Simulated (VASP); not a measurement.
The system is H.

```
H
1.0
    -1.69153    1.69153    2.05847
     1.69153   -1.69153    2.05847
     1.69153    1.69153   -2.05847
H
2
Direct
  0.09014 0.09014 0.00000
  0.90986 0.90986 0.00000
```

* Program: VASP 6.6.1
* Task: relaxation of cell and atoms
* Functional: revPBE
* Potentials or basis: VASP PAW PBE potentials, release 64 (H_h)
* Cutoff: 1230 eV
* k mesh: 11 × 11 × 11
* Occupations: fermi-dirac, width 0.05 eV
* Spin: no spin polarisation

At the start: pressure 1.2 GPa; volume 11.78 Å³/atom.

**Question.** Where does the relaxation end?

**Answer.** Over 20 steps the energy falls by 18.6 meV/atom and the volume is 19.73 Å³/atom (+67.5 %); space group I4/mmm (No. 139, to 0.1 Å) before and after.

Step by step:
```tsv
step	energy change (eV)	largest force (eV/Å)	pressure (GPa)	volume (Å³)
1	0.0000	0.0791	1.20	23.56
2	-0.0005	0.3212	0.50	23.86
3	-0.0009	0.1703	0.76	23.74
4	-0.0020	0.1670	0.74	23.92
5	-0.0053	0.1554	0.69	24.45
6	-0.0112	0.1278	0.60	25.53
7	-0.0208	0.0540	0.49	27.78
8	-0.0322	0.1687	0.44	32.68
9	-0.0238	0.9608	0.73	44.15
10	-0.0318	0.6302	0.67	38.19
11	-0.0327	0.5739	0.60	38.50
12	-0.0349	0.4096	0.40	39.43
13	-0.0368	0.0959	0.05	41.35
14	-0.0368	0.0669	0.02	41.54
15	-0.0368	0.0563	0.01	41.61
16	-0.0368	0.0544	0.00	41.53
17	-0.0369	0.0481	0.00	41.29
18	-0.0370	0.0361	0.00	40.82
19	-0.0372	0.0136	0.00	39.89
20	-0.0372	0.0036	0.00	39.46
```

Final structure:
```
H
1.0
    -2.01590    2.01590    2.42765
     2.01590   -2.01590    2.42765
     2.01590    2.01590   -2.42765
H
2
Direct
  0.07692 0.07692 0.00000
  0.92308 0.92308 0.00000
```

Caveat: the volume moved by over 15 % at a fixed basis, so the end points are rough; this functional lacks dispersion, which holds the molecules together, so the pressure and a relaxed volume are unreliable; the PAW data sets were made with another functional, which shifts forces and pressure a little.
